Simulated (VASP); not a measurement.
# Al4Cu (I4/m) in VASP: single point with LDA

Aim: the single point of Al4Cu with LDA.

All numbers are computed with VASP 6.6.1; they aren't measurements. Logs are shortened: lines on timing, memory, paths and dates and some standing lists are left out, and cuts for length are marked.

### Step 1. The cell of the first run

The structure is tetragonal, space group I4/m (No. 87). The conventional cell has a = 6.222 Å, b = 6.222 Å, c = 3.988 Å, α = 90.00°, β = 90.00°, γ = 90.00°. Al (site symmetry m) has 9 Al at 2.75 to 2.83 Å and 3 Cu at 2.75 to 2.80 Å within 3.6 Å. Cu (site symmetry 4/m) has 12 Al at 2.75 to 2.80 Å within 3.6 Å.

### Step 2. Single point, LDA

Input file POSCAR:

```
Al4Cu
1.0
   -3.1108760464      3.1108760464      1.9941455277
    3.1108760464     -3.1108760464      1.9941455277
    3.1108760464      3.1108760464     -1.9941455277
Al Cu
4 1
Direct
    0.8940907556      0.2983182548      0.1924090104
    0.1059092444      0.7016817452      0.8075909896
    0.2983182548      0.1059092444      0.4042274991
    0.7016817452      0.8940907556      0.5957725009
    0.5000000000      0.5000000000      0.0000000000
```

Input file INCAR.step1:

```
SYSTEM = Al4Cu
PREC = Accurate
ENCUT = 520
EDIFF = 1E-6
ISMEAR = 0
SIGMA = 0.1
LREAL = .False.
LASPH = .True.
NELM = 100
ALGO = Fast
ISIF = 2
LWAVE = .False.
LCHARG = .True.
LMAXMIX = 4
GGA = CA
NBANDS = 20
```

Input file KPOINTS.step1:

```
Automatic mesh
0
Gamma
  12 12 12
  0 0 0
```

Input file INCAR.step2:

```
SYSTEM = Al4Cu
PREC = Accurate
ENCUT = 520
EDIFF = 1E-6
ISMEAR = -5
SIGMA = 0.1
LREAL = .False.
LASPH = .True.
NELM = 100
ALGO = Fast
ISIF = 2
LWAVE = .False.
LCHARG = .False.
LMAXMIX = 4
GGA = CA
LORBIT = 11
NEDOS = 2001
ICHARG = 11
```

Input file KPOINTS.step2:

```
Automatic mesh
0
Gamma
  18 18 18
  0 0 0
```

Potentials or basis: VASP PAW LDA potentials, release 64 (Al, Cu).

On the command line:

```console
$ cat potpaw_LDA.64/Al/POTCAR potpaw_LDA.64/Cu/POTCAR > POTCAR
$ cp INCAR.step1 INCAR
$ cp KPOINTS.step1 KPOINTS
$ mpirun -np 1 vasp_std > vasp.out
$ cp INCAR.step2 INCAR
$ cp KPOINTS.step2 KPOINTS
$ mpirun -np 1 vasp_std > vasp.out
```

OUTCAR:

```text
SYSTEM = Al4Cu
   PREC = Accurate
   ENCUT = 520
   EDIFF = 1E-6
   ISMEAR = -5
   LREAL = .False.
   LASPH = .True.
   NELM = 100
   ISIF = 2
   GGA = CA
   LORBIT = 11
   ICHARG = 11

 ion  position               nearest neighbor table
   1  0.894  0.298  0.192-   2 2.75   2 2.75   5 2.75   4 2.79   3 2.79   5 2.80   5 2.80   3 2.83
                             3 2.83   4 2.83   4 2.83   2 2.83
   2  0.106  0.702  0.808-   1 2.75   1 2.75   5 2.75   3 2.79   4 2.79   5 2.80   5 2.80   4 2.83
                             4 2.83   3 2.83   3 2.83   1 2.83
   3  0.298  0.106  0.404-   4 2.75   4 2.75   5 2.75   2 2.79   1 2.79   5 2.80   5 2.80   1 2.83
                             1 2.83   2 2.83   2 2.83   4 2.83
   4  0.702  0.894  0.596-   3 2.75   3 2.75   5 2.75   1 2.79   2 2.79   5 2.80   5 2.80   2 2.83
                             2 2.83   1 2.83   1 2.83   3 2.83
   5  0.500  0.500  0.000-   1 2.75   2 2.75   4 2.75   3 2.75   4 2.80   3 2.80   3 2.80   4 2.80
                             1 2.80   2 2.80   1 2.80   2 2.80

  LATTYP: Found a body centered tetragonal cell.
 ALAT       =     6.2217520928
 C/A-ratio  =     0.6410237817

  Lattice vectors:

 A1 = (  -3.1108760464,   3.1108760464,   1.9941455277)
 A2 = (   3.1108760464,  -3.1108760464,   1.9941455277)
 A3 = (   3.1108760464,   3.1108760464,  -1.9941455277)

Analysis of symmetry for initial positions (statically):
=====================================================================
 Subroutine PRICEL returns:
 Original cell was already a primitive cell.

 Routine SETGRP: Setting up the symmetry group for a
 body centered tetragonal supercell.

 Subroutine GETGRP returns: Found  8 space group operations
 (whereof  8 operations were pure point group operations)
 out of a pool of 16 trial point group operations.

The static configuration has the point symmetry C_4h.

Analysis of symmetry for dynamics (positions and initial velocities):
=====================================================================
 Subroutine PRICEL returns:
 Original cell was already a primitive cell.

 Routine SETGRP: Setting up the symmetry group for a
 body centered tetragonal supercell.

 Subroutine GETGRP returns: Found  8 space group operations
 (whereof  8 operations were pure point group operations)
 out of a pool of 16 trial point group operations.

The dynamic configuration has the point symmetry C_4h.

 Subroutine INISYM returns: Found  8 space group operations
 (whereof  8 operations are pure point group operations),
 and found     1 'primitive' translations

[... 123 lines left out ...]
  volume/ion in A,a.u.               =      15.44       104.19
  Fermi-wavevector in a.u.,A,eV,Ry     =   1.093428  2.066279 16.266906  1.195584
  Thomas-Fermi vector in A             =   2.229713
   LORBIT       =     11    0 simple, 1 ext, 2 COOP (PROOUT), +10 PAW based schemes
   GGA     = CA    functional components
   LHFCALC =     F    Hartree Fock is set to
   AEXX    =    0.0000 exact exchange contribution
   IVDW    =     0    specifies the selected vdW correction
   LEPSILON=     F    determine dielectric tensor
   LRPA    =     F    only Hartree local field effects (RPA)
 non-spin polarized calculation
 RMM-DIIS sequential band-by-band and
 Fermi weights with tetrahedron method with Bloechl corrections
  energy-cutoff  :      520.00
  volume of cell :       77.19
 maximum number of plane-waves:      2120

 number of electron      23.0000008 magnetization

 Free energy of the ion-electron system (eV)
  ---------------------------------------------------
  ext. energy  EPLUGINS =         0.00000000
  ---------------------------------------------------
  free energy    TOTEN  =       -21.53150258 eV

  energy without entropy =      -21.53150258  energy(sigma->0) =      -21.53150258

 E-fermi :   7.9091     XC(G=0): -10.7992

 val. band max:        8.0186003381   @ k =   0.2778   0.2778   0.2222
 cond. band min:       7.6842523671   @ k =  -0.2778  -0.2778   0.2778
 fundamental gap:     -0.3343479710
 Fermi energy:         7.9090765968

 k-point     1 :       0.0000    0.0000    0.0000
  band No.  band energies     occupation
      1      -3.1367      2.00000
      2       2.8686      2.00000
      3       3.6411      2.00000
      4       4.1190      2.00000
      5       4.1190      2.00000
      6       4.2395      2.00000
      7       4.4054      2.00000
      8       4.4054      2.00000
      9       5.2051      2.00000
     10       5.8926      2.00000
     11       8.4570     -0.04148
     12       9.3357      0.00000
     13       9.3357      0.00000
     14       9.9334      0.00000
[... 401 lines left out ...]
      2       0.2880      2.00000
      3       2.5689      2.00000
      4       3.4101      2.00000
      5       3.6989      2.00000
      6       4.0619      2.00000
      7       4.0669      2.00000
      8       4.2362      2.00000
      9       4.5414      2.00000
     10       5.2204      2.00000
     11       5.7848      2.00000
     12       7.2377      2.00000
     13       8.4958      0.00000
     14      10.3104      0.00000
     15      11.3060      0.00000

 [... further k-points ...]
[... 5 lines left out ...]
  --------------------------------------------------------------------------------------
  -------------------------------------------------------------------------------------
  Total       -2.2345112     -2.2345112     -2.4833600     -0.0000000      0.0000000      0.0000000
  in kB      -46.3778779    -46.3778779    -51.5427993     -0.0000005      0.0000000      0.0000000
  external PRESSURE =     -48.0995184 kB  Pullay stress =       0.0000000 kB

 VOLUME and BASIS-vectors are now :
 -----------------------------------------------------------------------------
  energy-cutoff  :      520.00
  volume of cell :       77.19
      direct lattice vectors                 reciprocal lattice vectors
    -3.110876046  3.110876046  1.994145528     0.000000000  0.160726430  0.250733958
     3.110876046 -3.110876046  1.994145528     0.160726430  0.000000000  0.250733958
     3.110876046  3.110876046 -1.994145528     0.160726430  0.160726430  0.000000000

 POSITION                                       TOTAL-FORCE (eV/Angst)
 -----------------------------------------------------------------------------------
     -1.25481      2.45193      1.99415        -0.048666     -0.032429     -0.000000
      4.36569      0.65894      0.00000         0.048666      0.032429      0.000000
      0.65894      1.85606      0.00000         0.032429     -0.048666     -0.000000
      2.45193      1.25481      1.99415        -0.032429      0.048666     -0.000000
      0.00000      0.00000      1.99415        -0.000000      0.000000     -0.000000
 -----------------------------------------------------------------------------------
    total drift:                                0.000000     -0.000000      0.000000

  FREE ENERGIE OF THE ION-ELECTRON SYSTEM (eV)
  ---------------------------------------------------
  free  energy   TOTEN  =       -21.5315025830 eV

  energy  without entropy=      -21.5315025830  energy(sigma->0) =      -21.53150258

 total charge

# of ion       s       p       d       tot
------------------------------------------
    1        0.434   0.359   0.000   0.792
    2        0.434   0.359   0.000   0.792
    3        0.434   0.359   0.000   0.792
    4        0.434   0.359   0.000   0.792
    5        0.453   0.366   9.151   9.971
--------------------------------------------------
tot          2.188   1.800   9.151  13.140
```

Wall time 7.9 min (1 thread of Intel Xeon 6975P-C (Granite Rapids), shared host); peak memory 0.94 GiB.

What came out:

* Valence electrons inside the program's atomic spheres: Al 0.79; Cu 9.97

Caveat: tetrahedron occupations give inexact forces and stress in metals.
